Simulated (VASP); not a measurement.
# Si12CN16 (a cell with a defect) (C interstitial hop between voids) in VASP: notebook, part 2 of 2

VASP 6.6.1.

## 3. Single point, PBE

Input file INCAR:

```
  PREC = Accurate
  ENCUT = 520
  EDIFF = 1E-6
  ISMEAR = -1
  SIGMA = 0.01
  LREAL = Auto
  LASPH = True
  NELM = 100
  ALGO = Normal
  ISIF = 2
  LWAVE = False
  LCHARG = True
  GGA = PE
  LELF = True
  LVHAR = True
  NBANDS = 86
```

Input file KPOINTS:

```
Automatic mesh
0
Gamma
  1 1 1
```

Input file POSCAR:

```
Si12CN16
1.0
    7.6633883300      0.0000000000      0.0000000000
   -3.8316941700      6.6366889800      0.0000000000
    0.0000000000      0.0000000000      5.8522780000
Si N C
12 16 1
Direct
    0.2286521089      0.8178867529      0.3764816025
    0.4064615659      0.2244675025      0.1281512942
    0.8256429635      0.5922632523      0.1273528018
    0.1841291463      0.4048081819      0.3725979866
    0.5988501086      0.7704980624      0.3788065092
    0.7688884106      0.1742593338      0.1309481539
    0.2279322255      0.8207030669      0.8745796081
    0.3731878667      0.2088771983      0.6211135219
    0.8172727919      0.5872065139      0.6279910148
    0.1799378040      0.4144947892      0.8993778149
    0.5986160650      0.7719667165      0.8799349587
    0.7553345968      0.1676037559      0.6328776589
    0.3359908857      0.6637086676      0.3741671192
    0.6659162002      0.3310831661      0.1262139290
    0.9648585330      0.6645190114      0.3810020645
    0.2867304031      0.9607445850      0.1255926325
    0.6794212460      0.7096241837      0.1278637139
    0.3345002263      0.2985930192      0.3649758265
    0.0296520818      0.3365569800      0.1358681184
    0.7085953971      0.0332925048      0.3805131950
    0.3361030323      0.6679142285      0.8839046949
    0.6565401072      0.3274245647      0.6239411388
    0.9655293009      0.6551751955      0.8740080358
    0.3183038310      0.9546453087      0.6245473985
    0.6674660967      0.7010540970      0.6304181039
    0.3361824005      0.3072482387      0.8857607243
    0.0471719695      0.2986436469      0.6391415445
    0.6940138063      0.0321229457      0.8834740933
    0.1063585839      0.1353125034     -0.2701559974
```

Potentials or basis: VASP PAW PBE potentials, release 64 (Si, N, C).

Launch:

```console
$ cat potpaw_PBE.64/Si/POTCAR potpaw_PBE.64/N/POTCAR potpaw_PBE.64/C/POTCAR > POTCAR
$ mpirun -np 1 vasp_gam > vasp.out
```

OUTCAR:

```text
PREC = Accurate
   ENCUT = 520
   EDIFF = 1E-6
   ISMEAR = -1
   LREAL = Auto
   LASPH = True
   NELM = 100
   ISIF = 2
   GGA = PE

 ion  position               nearest neighbor table
   1  0.229  0.818  0.376-  24 1.72  13 1.74  16 1.75  15 1.76   7 2.92   7 2.94   8 2.99   4 3.01
                             5 3.03   3 3.05   2 3.07   9 3.11
   2  0.406  0.224  0.128-  18 1.69  14 1.73  26 1.75  16 1.75   8 2.89   8 2.98   6 2.99   3 3.03
[... 348 lines left out ...]
  Total      -12.7261680     -2.3518715     31.3161077     -4.0972349      0.6978758     -2.1894847
  in kB      -68.5032202    -12.6598022    168.5703206    -22.0548548      3.7565697    -11.7856964
  external PRESSURE =      29.1357661 kB  Pullay stress =       0.0000000 kB

 VOLUME and BASIS-vectors are now :
 -----------------------------------------------------------------------------
  energy-cutoff  :      520.00
  volume of cell :      297.64
      direct lattice vectors                 reciprocal lattice vectors
     7.663388330  0.000000000  0.000000000     0.130490582  0.075338772  0.000000000
    -3.831694170  6.636688980  0.000000000     0.000000000  0.150677545  0.000000000
     0.000000000  0.000000000  5.852278000     0.000000000  0.000000000  0.170873632

 POSITION                                       TOTAL-FORCE (eV/Angst)
 -----------------------------------------------------------------------------------
     -1.38164      5.42806      2.20327        -0.000049     -0.002730     -0.003050
      2.25478      1.48972      0.74998        -0.003700      0.003257     -0.006251
      4.05785      3.93067      0.74530        -0.002360      0.003056     -0.002674
     -0.14005      2.68659      2.18055         0.004662     -0.009616     -0.005691
      1.63691      5.11356      2.21688         0.006462      0.003464     -0.002719
      5.22458      1.15651      0.76635         0.002733     -0.000762     -0.000625
[... 21 lines left out ...]
      5.19541      0.21319      5.17034         0.003492     -0.003492      0.006691
      0.29659      0.89803      4.27125        -0.003459     -0.032317      0.002456
 -----------------------------------------------------------------------------------
    total drift:                                0.007644     -0.005994     -0.012527

  FREE ENERGIE OF THE ION-ELECTRON SYSTEM (eV)
  ---------------------------------------------------
  free  energy   TOTEN  =      -227.4075754006 eV

  energy  without entropy=     -227.4075754006  energy(sigma->0) =     -227.40757540
```

Wall time 1.7 min (1 thread of AMD EPYC 7R13 (Zen 3), shared host); peak memory 0.36 GiB.

Results:

```
Free energy            : -227.4076 eV
Pressure               : 2.9 GPa
Largest force          : 0.033 eV/Å
Band gap on the k mesh : 2.58 eV
```

Forces on the atoms (eV/Å):
```
Si   0.000 -0.003 -0.003
Si  -0.004  0.003 -0.006
Si  -0.002  0.003 -0.003
Si   0.005 -0.010 -0.006
Si   0.006  0.003 -0.003
Si   0.003 -0.001 -0.001
Si   0.002 -0.005  0.003
Si   0.017  0.016 -0.002
Si   0.000  0.005 -0.002
Si   0.013 -0.010 -0.004
Si   0.003  0.004  0.001
Si   0.004 -0.008  0.000
N   -0.003  0.002  0.003
N   -0.004 -0.003 -0.001
N    0.001  0.003  0.000
N    0.003  0.001 -0.001
N    0.000 -0.002  0.000
N   -0.005 -0.001  0.003
N   -0.002 -0.006  0.002
N   -0.002  0.001 -0.004
N   -0.003  0.005 -0.001
N   -0.011  0.006  0.001
N   -0.003  0.006 -0.001
N   -0.015  0.001  0.002
N    0.005  0.000  0.002
N    0.010  0.000  0.017
N   -0.018  0.024 -0.009
N    0.003 -0.003  0.007
C   -0.003 -0.032  0.002
```

Levels at points of the mesh, in eV from the valence-band top:
```tsv
k point	band 63	band 64	band 65	band 66	band 67	band 68	band 69	band 70
(0.00, 0.00, 0.00)	-1.41	-1.37	-0.98	0.00	2.58	3.13	3.33	3.59
```

Caveat: the k points lie up to 1.07 Å⁻¹ apart.
